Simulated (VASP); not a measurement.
A run of VASP 6.6.1 is set up as follows.

INCAR

```
PREC = Accurate
ENCUT = 520
EDIFF = 1E-6
ISMEAR = 0
SIGMA = 0.15
LREAL = False
LASPH = True
NELM = 150
ALGO = Normal
ISIF = 2
LWAVE = False
LCHARG = False
ISPIN = 2
MAGMOM = 0.875
LORBIT = 11
NUPDOWN = 0.875
LMAXMIX = 4
NBANDS = 15
```

KPOINTS

```
Automatic mesh
0
Gamma
  24 24 24
```

File POSCAR:

```
Ni
1.0
    0.0000000000      1.7779195489      1.7779195489
    1.7779195489      0.0000000000      1.7779195489
    1.7779195489      1.7779195489      0.0000000000
Ni
1
Direct
    0.0000000000      0.0000000000      0.0000000000
```

Potentials or basis: VASP PAW LDA potentials, release 64 (Ni).

Run with:

```console
$ cat potpaw_LDA.64/Ni/POTCAR > POTCAR
$ mpirun -np 1 vasp_std > vasp.out
```

Problem. Predict the pressure.

Solution. -19.8 GPa.

Caveat: the cell stands under tension; the total moment is fixed, so each spin has its own Fermi level and the state may be an excited one.
